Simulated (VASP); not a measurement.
A run of VASP 6.6.1:

The input POSCAR:

```
AlP
1.0
    0.0000000000      2.7350000000      2.7350000000
    2.7350000000      0.0000000000      2.7350000000
    2.7350000000      2.7350000000      0.0000000000
Al P
1 1
Direct
    0.0000000000      0.0000000000      0.0000000000
    0.2500000000      0.2500000000      0.2500000000
```

INCAR.step1

```
PREC = Accurate ; ENCUT = 550
ISMEAR = 0 ; SIGMA = 0.1
LREAL = False ; LASPH = True
NELM = 120 ; NBANDS = 11
GGA = PE ; ALGO = Normal
EDIFF = 1E-5 ; LWAVE = True
LCHARG = False ; GGA_COMPAT = False
```

The input INCAR.step2:

```
PREC = Accurate ; ENCUT = 550
EDIFF = 1E-6 ; ISMEAR = 0
SIGMA = 0.1 ; LREAL = False
LASPH = True ; NELM = 120
ALGO = Normal ; ISIF = 2
LWAVE = False ; LCHARG = True
METAGGA = R2SCAN ; LMIXTAU = True
LUSE_VDW = True ; IVDW_NL = 2
BPARAM = 11.95 ; CPARAM = 0.0093
LELF = True ; LVHAR = True
NBANDS = 11 ; ISTART = 1
GGA_COMPAT = False
```

Contents of KPOINTS:

```
regular mesh
0
Gamma
  6 6 6
```

Potentials or basis: VASP PAW PBE potentials, release 64 (Al, P).

Launch:

```sh
$ cat potpaw_PBE.64/Al/POTCAR potpaw_PBE.64/P/POTCAR > POTCAR
$ cp INCAR.step1 INCAR
$ mpirun -np 1 vasp_std > vasp.out
$ cp INCAR.step2 INCAR
$ mpirun -np 1 vasp_std > vasp.out
```

Hardware: 1 thread of Intel(R) Xeon(R) Platinum 8259CL CPU @ 2.50GHz (Skylake/Cascade Lake), on a shared host.

Problem. Estimate the wall time of this run.

Solution. It took 82 s on 1 thread of Intel(R) Xeon(R) Platinum 8259CL CPU @ 2.50GHz (Skylake/Cascade Lake), on a shared host, peak memory 0.28 GiB. Counts: k points 16.
